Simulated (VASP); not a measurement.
## YN: single point with HSE06

Crystal: YN.

```
CELL_PARAMETERS angstrom
0.00000 2.44805 2.44805
2.44805 0.00000 2.44805
2.44805 2.44805 0.00000
ATOMIC_POSITIONS crystal
Y 0.00000 0.00000 0.00000
N 0.50000 0.50000 0.50000
```

* Program: VASP 6.6.1
* Task: single point
* Functional: HSE06
* Potentials or basis: VASP PAW PBE potentials, release 64 (Y_sv, N)
* Cutoff: 520 eV
* k mesh: 6 × 6 × 6
* Occupations: fermi-dirac, width 0.02 eV
* Spin: non-collinear spin, zero start, spin-orbit coupling
* Starting moments: [[0.0, 0.0, 0.0], [0.0, 0.0, 0.0]] μB
* Dipole correction: no
* Grid for exact exchange (PRECFOCK): Normal
* Further INCAR settings: ALGO = Normal; EDIFF = 1e-06; NBANDS = 28
* Share of exact exchange: 0.25
* Screening parameter: 0.2079 1/Å

- Pressure: -1.8 GPa
- Net moment: 0.00 μB per cell
- Valence electrons inside the program's atomic spheres: Y 9.82; N 3.67

Moments on the atoms (μB; x, y, z):
```
Y   0.00 0.00 0.00
N   0.00 0.00 0.00
```

It took 36 min on 4 MPI ranks on Intel(R) Xeon(R) Platinum 8375C CPU @ 2.90GHz (Ice Lake), with other jobs on the host, peak memory 0.35 GiB a rank.

Caveat: the k points lie up to 0.37 Å⁻¹ apart; the PAW data sets were made with another functional, which shifts forces and pressure a little.
